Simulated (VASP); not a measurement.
Ca:

```
Ca
1.0
     0.00000    3.74957    3.74957
     3.74957    0.00000    3.74957
     3.74957    3.74957    0.00000
Ca
2
Direct
  0.87500 0.87500 0.87500
  0.12500 0.12500 0.12500
```

| Property | Result |
| --- | --- |
| Program | VASP 6.6.1 |
| Task | relaxation of cell and atoms |
| Functional | PBE |
| Potentials or basis | VASP PAW PBE potentials, release 64 (Ca_sv) |
| Cutoff | 600 eV |
| k mesh | 10 × 10 × 10 |
| Occupations | fermi-dirac, width 0.08 eV |
| Spin | no spin polarisation |

At the start: pressure 2.4 GPa; volume 52.72 Å³/atom.

Question: How do energy, volume and symmetry change on relaxing?

Answer: Over 4 steps the energy falls by 175.4 meV/atom and the volume is 79.92 Å³/atom (+51.6 %); space group Fd-3m (No. 227, to 0.05 Å).

The path:
```
step  energy change (eV)  largest force (eV/Å)  pressure (GPa)  volume (Å³)
   1              0.0000                0.0000            2.41       105.43
   2             -0.1601                0.0000            1.69       118.00
   3             -0.3505                0.0000           -0.05       161.59
   4             -0.3509                0.0000           -0.01       159.85
```

Final structure:
```
CELL_PARAMETERS angstrom
0.00000 4.30749 4.30749
4.30749 0.00000 4.30749
4.30749 4.30749 0.00000
ATOMIC_POSITIONS crystal
Ca 0.87500 0.87500 0.87500
Ca 0.12500 0.12500 0.12500
```

Caveat: the volume moved by over 15 % at a fixed basis, so the end points are rough.
